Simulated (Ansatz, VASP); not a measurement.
## SrTiO3 in VASP and in Ansatz

```
Sr Ti O
1.0
     3.93641    0.00000    0.00000
     0.00000    3.93641    0.00000
     0.00000    0.00000    3.93641
Sr Ti O
1 1 3
Direct
  0.94073 0.00000 0.00000
  0.57639 0.50000 0.50000
  0.02053 0.50000 0.50000
  0.53776 0.00000 0.50000
  0.53776 0.50000 0.00000
```

Change from the starting cell: mode 1 frozen in at -0.019 Å and mode 7 at -0.288 Å (largest displacements).

Alike in both runs: task single point; functional PBE; k mesh 8 × 8 × 8; occupations gaussian, width 0.05 eV; no spin polarisation.

|  | VASP | Ansatz |
| --- | --- | --- |
| version | VASP 6.6.1 | Ansatz 0.2.0 |
| potentials or method | VASP PAW PBE potentials, release 64 (Sr_sv, Ti_sv, O), cutoff 520 eV | scalar-relativistic, plane waves, PAW |
| valence electrons in the cell | 40 | 40 |

|  | VASP | Ansatz | Ansatz less VASP |
| --- | --- | --- | --- |
| gap on the k mesh at the Fermi level (eV) | 1.96 | 2.00 | +0.039 |
| least direct gap on the mesh (eV) | 2.41 | 2.43 | +0.021 |
| pressure (GPa) | 8.4 | 7.7 | -0.75 |
| traceless stress, the component that is largest in VASP (GPa) | 3.67 | 3.55 | -0.126 |
| rms of the force components (eV/Å) | 0.895 | 0.848 | -0.0473 |

Atom by atom the forces differ by 0.051 eV/Å (rms over components).
